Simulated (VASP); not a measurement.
# Cs (P6_3/mmc) in VASP: single point with PBE

Aim: the single point of Cs with PBE.

Everything below comes from runs of VASP 6.6.1. Logs are shortened: lines on timing, memory, paths and dates and some standing lists are left out, and cuts for length are marked.

### 1 The cell of the first run

It takes space group P6_3/mmc (No. 194, hexagonal). The conventional cell has a = 4.027 Å, b = 4.027 Å, c = 13.040 Å, α = 90.00°, β = 90.00°, γ = 120.00°. Within 5.3 Å of Cs (site symmetry -3m) lie 12 Cs at 4.00 to 4.03 Å. Cs (site symmetry -6m2) has 12 Cs at 4.00 to 4.03 Å within 5.3 Å.

This isn't the form of Cs at room conditions, which is bcc.

### 2 Single point, PBE

Input file POSCAR:

```
Cs
1.0
    2.0133180000      3.4871660000      0.0000000000
   -2.0133180000      3.4871660000      0.0000000000
    0.0000000000      0.0000000000     13.0396230000
Cs
4
Direct
    0.0000000000      0.0000000000      0.0000000000
    0.0000000000      0.0000000000      0.5000000000
    0.3333300000      0.3333400000      0.7500000000
    0.6666600000      0.6666700000      0.2500000000
```

Input file INCAR.step1:

```
ALGO = Normal
EDIFF = 1E-6
ENCUT = 400
GGA = PE
GGA_COMPAT = False
ISIF = 2
ISMEAR = -1
LASPH = True
LCHARG = True
LORBIT = 11
LREAL = False
LWAVE = False
NBANDS = 26
NEDOS = 2001
NELM = 120
PREC = Accurate
SIGMA = 0.1
```

Input file KPOINTS.step1:

```
k-points
0
Gamma
  10 10 3
```

Input file INCAR.step2:

```
ALGO = Normal
EDIFF = 1E-6
ENCUT = 400
GGA = PE
GGA_COMPAT = False
ICHARG = 11
ISIF = 2
ISMEAR = -5
LASPH = True
LCHARG = False
LORBIT = 11
LREAL = False
LWAVE = False
NEDOS = 2001
NELM = 120
PREC = Accurate
SIGMA = 0.1
```

Input file KPOINTS.step2:

```
k-points
0
Gamma
  15 15 5
```

Potentials or basis: VASP PAW PBE potentials, release 64 (Cs_sv).

Run with:

```console
$ cat potpaw_PBE.64/Cs_sv/POTCAR > POTCAR
$ cp INCAR.step1 INCAR
$ cp KPOINTS.step1 KPOINTS
$ mpirun -np 1 vasp_std > vasp.out
$ cp INCAR.step2 INCAR
$ cp KPOINTS.step2 KPOINTS
$ mpirun -np 1 vasp_std > vasp.out
```

OUTCAR:

```text
EDIFF = 1E-6
   ENCUT = 400
   GGA = PE
   ICHARG = 11
   ISIF = 2
   ISMEAR = -5
   LASPH = True
   LORBIT = 11
   LREAL = False
   NELM = 120
   PREC = Accurate

 ion  position               nearest neighbor table
   1  0.000  0.000  0.000-
   2  0.000  0.000  0.500-
   3  0.333  0.333  0.750-
   4  0.667  0.667  0.250-

  LATTYP: Found a hexagonal cell.
 ALAT       =     4.0266333432
 C/A-ratio  =     3.2383437697

  Lattice vectors:

 A1 = (   2.0133180000,  -3.4871660000,   0.0000000000)
 A2 = (   2.0133180000,   3.4871660000,   0.0000000000)
 A3 = (   0.0000000000,   0.0000000000,  13.0396230000)

Analysis of symmetry for initial positions (statically):
=====================================================================
 Subroutine PRICEL returns:
 Original cell was already a primitive cell.

 Routine SETGRP: Setting up the symmetry group for a
 hexagonal supercell.

 Subroutine GETGRP returns: Found  4 space group operations
 (whereof  2 operations were pure point group operations)
 out of a pool of 24 trial point group operations.

The static configuration has the point symmetry C_2 .
 The point group associated with its full space group is C_2v.

Analysis of symmetry for dynamics (positions and initial velocities):
=====================================================================
 Subroutine PRICEL returns:
 Original cell was already a primitive cell.

 Routine SETGRP: Setting up the symmetry group for a
 hexagonal supercell.

 Subroutine GETGRP returns: Found  4 space group operations
 (whereof  2 operations were pure point group operations)
 out of a pool of 24 trial point group operations.

The dynamic configuration has the point symmetry C_2 .
 The point group associated with its full space group is C_2v.

 Subroutine INISYM returns: Found  4 space group operations
 (whereof  2 operations are pure point group operations),
 and found     1 'primitive' translations

----------------------------------------------------------------------------------------

                                     Primitive cell

  volume of cell :     183.0965

[... 95 lines left out ...]
   LREAL  =      F    real-space projection
   EDIFFG = 0.1E-04   stopping-criterion for IOM
   NSW    =      0    number of steps for IOM
   IBRION =     -1    ionic relax: 0-MD 1-quasi-New 2-CG
   NFREE  =      0    steps in history (QN), initial steepest desc. (CG)
   ISIF   =      2    stress and relaxation
   ISYM   =      2    0-nonsym 1-usesym 2-fastsym
   POTIM  = 0.5000    time-step for ionic-motion
   TEBEG  =    0.0;   TEEND  =   0.0 temperature during run
   PSTRESS=    0.0 pullay stress
   NELECT =      36.0000    total number of electrons
   NUPDOWN=      -1.0000    fix difference up-down
   EMIN   =  10.00;   EMAX   =-10.00  energy-range for DOS
   EFERMI =   0.00;   METHOD = LEGACY
   ISMEAR =    -5;   SIGMA  =   0.10  broadening in eV -4-tet -1-fermi 0-gaus
   EFERMI_NEDOS =   21; number of points for ismear=-14 and -15
   IALGO  =     38    algorithm
   IMIX   =      4    mixing-type and parameters
     AMIX     =   0.40;   BMIX     =  1.00
     AMIX_MAG =   1.60;   BMIX_MAG =  1.00
  volume/ion in A,a.u.               =      45.77       308.90
  Fermi-wavevector in a.u.,A,eV,Ry     =   0.951953  1.798931 12.329805  0.906215
  Thomas-Fermi vector in A             =   2.080471
   LORBIT       =     11    0 simple, 1 ext, 2 COOP (PROOUT), +10 PAW based schemes
   GGA     = PE    functional components
   LHFCALC =     F    Hartree Fock is set to
   AEXX    =    0.0000 exact exchange contribution
   IVDW    =     0    specifies the selected vdW correction
   LEPSILON=     F    determine dielectric tensor
   LRPA    =     F    only Hartree local field effects (RPA)
 non-spin polarized calculation
 Fermi weights with tetrahedron method with Bloechl corrections
  energy-cutoff  :      400.00
  volume of cell :      183.10
 maximum number of plane-waves:      3378

 number of electron      36.0000001 magnetization

 Free energy of the ion-electron system (eV)
  ---------------------------------------------------
  ext. energy  EPLUGINS =         0.00000000
  ---------------------------------------------------
  free energy    TOTEN  =        -0.17862002 eV

  energy without entropy =       -0.17862002  energy(sigma->0) =       -0.17862002

 E-fermi :   4.0335     XC(G=0):  -8.4058

 val. band max:        4.0618052521   @ k =   0.2000   0.2667   0.0000
 cond. band min:       4.0191853853   @ k =   0.4000   0.4000   0.4000
 fundamental gap:     -0.0426198669
 Fermi energy:         4.0335262343

 k-point     1 :       0.0000    0.0000    0.0000
  band No.  band energies     occupation
      1     -19.9743      2.00000
      2     -19.8469      2.00000
      3     -19.8157      2.00000
      4     -19.6800      2.00000
      5      -7.7370      2.00000
      6      -6.8885      2.00000
[... 589 lines left out ...]
     21       5.0025      0.00000
     22       5.0303      0.00000

 [... further k-points ...]

------------------------ aborting loop because EDIFF is reached ----------------------------------------

  FORCE on cell =-STRESS in cart. coord.  units (eV):
  Direction    XX          YY          ZZ          XY          YZ          ZX
  --------------------------------------------------------------------------------------
  -------------------------------------------------------------------------------------
  Total        6.9019622      6.9056715      6.8341126      0.0000000      0.0000000      0.0000000
  in kB       60.3952983     60.4277567     59.8015838      0.0000000      0.0000000      0.0000000
  external PRESSURE =      60.2082129 kB  Pullay stress =       0.0000000 kB

 VOLUME and BASIS-vectors are now :
 -----------------------------------------------------------------------------
  energy-cutoff  :      400.00
  volume of cell :      183.10
      direct lattice vectors                 reciprocal lattice vectors
     2.013318000  3.487166000  0.000000000     0.248346262  0.143382907  0.000000000
    -2.013318000  3.487166000  0.000000000    -0.248346262  0.143382907  0.000000000
     0.000000000  0.000000000 13.039623000     0.000000000  0.000000000  0.076689334

 POSITION                                       TOTAL-FORCE (eV/Angst)
 -----------------------------------------------------------------------------------
      0.00000      0.00000      0.00000        -0.000006      0.000000      0.000000
      0.00000      0.00000      6.51981        -0.000006      0.000000      0.000000
     -0.00002      2.32479      9.77972         0.000006     -0.000812      0.000000
     -0.00002      4.64954      3.25991         0.000006      0.000812      0.000000
 -----------------------------------------------------------------------------------
    total drift:                               -0.000005      0.000000     -0.000000

  FREE ENERGIE OF THE ION-ELECTRON SYSTEM (eV)
  ---------------------------------------------------
  free  energy   TOTEN  =        -0.1786200217 eV

  energy  without entropy=       -0.1786200217  energy(sigma->0) =       -0.17862002

 total charge

# of ion       s       p       d       tot
------------------------------------------
    1        1.875   4.602   0.118   6.595
    2        1.875   4.602   0.118   6.595
    3        1.875   4.603   0.114   6.591
    4        1.875   4.603   0.114   6.591
--------------------------------------------------
tot          7.499  18.409   0.463  26.371
```

OSZICAR.step1:

```text
N       E                     dE             d eps       ncg     rms          rms(c)
DAV:   1     0.230390440812E+03    0.23039E+03   -0.12843E+04  3224   0.948E+02
DAV:   2     0.193795820810E+02   -0.21101E+03   -0.20624E+03  4490   0.188E+02
DAV:   3    -0.186240103056E+00   -0.19566E+02   -0.19361E+02  4252   0.594E+01
DAV:   4    -0.432368493589E+00   -0.24613E+00   -0.24538E+00  3982   0.795E+00
DAV:   5    -0.434078502308E+00   -0.17100E-02   -0.17093E-02  4284   0.681E-01    0.143E+00
DAV:   6    -0.325056277665E+00    0.10902E+00   -0.12385E-01  3678   0.140E+00    0.697E-01
DAV:   7    -0.291870790629E+00    0.33185E-01   -0.10679E-01  3656   0.130E+00    0.215E-01
DAV:   8    -0.292160514033E+00   -0.28972E-03   -0.23859E-03  4178   0.215E-01    0.335E-02
DAV:   9    -0.292186220147E+00   -0.25706E-04   -0.15933E-04  4106   0.583E-02    0.124E-02
DAV:  10    -0.292168178262E+00    0.18042E-04   -0.89281E-06  4212   0.142E-02    0.526E-03
DAV:  11    -0.292164464578E+00    0.37137E-05   -0.23200E-06  2850   0.790E-03    0.206E-03
DAV:  12    -0.292163447126E+00    0.10175E-05   -0.17080E-07  2174   0.229E-03    0.106E-03
DAV:  13    -0.292163843083E+00   -0.39596E-06   -0.11383E-07  2068   0.194E-03
   1 F= -.29216384E+00 E0= -.18538360E+00  d E =-.213560E+00
```

Run time: 7.6 min. Hardware: 1 thread of Intel Xeon Platinum 8259CL at 2.50GHz (Skylake/Cascade Lake), shared host; peak memory 0.51 GiB.

Results:

```
Valence electrons inside the program's atomic spheres : Cs 6.59
```

Caveat: spin-orbit coupling is left out, which moves the levels of the heavy elements.
